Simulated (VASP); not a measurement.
NbAs:

```
CELL_PARAMETERS angstrom
-1.72585 1.72585 5.84000
1.72585 -1.72585 5.84000
1.72585 1.72585 -5.84000
ATOMIC_POSITIONS crystal
Nb 0.75000 0.75000 0.00000
Nb 0.50000 0.00000 0.50000
As 0.16600 0.16600 0.00000
As 0.91600 0.41600 0.50000
```

Base run:

* Program: VASP 6.6.1
* Functional: PBE
* Potentials or basis: VASP PAW PBE potentials, release 64 (Nb_sv, As_d)
* Cutoff: 520 eV
* k mesh: 4 × 4 × 5
* Occupations: gaussian, width 0.1 eV
* Spin: no spin polarisation

Its results: band gap on the k mesh 0.11 eV; pressure 3.1 GPa; largest force 0.305 eV/Å.

The run is repeated on the same cell with these changes: k mesh from 4 × 4 × 5 to 2 × 2 × 2. What comes out?

Band gap on the k mesh 0.04 eV; pressure 6.5 GPa; largest force 0.063 eV/Å.

Caveats: some runs use coarse meshes; the cell stands under pressure (at least some runs).

A k mesh can miss the band edges.
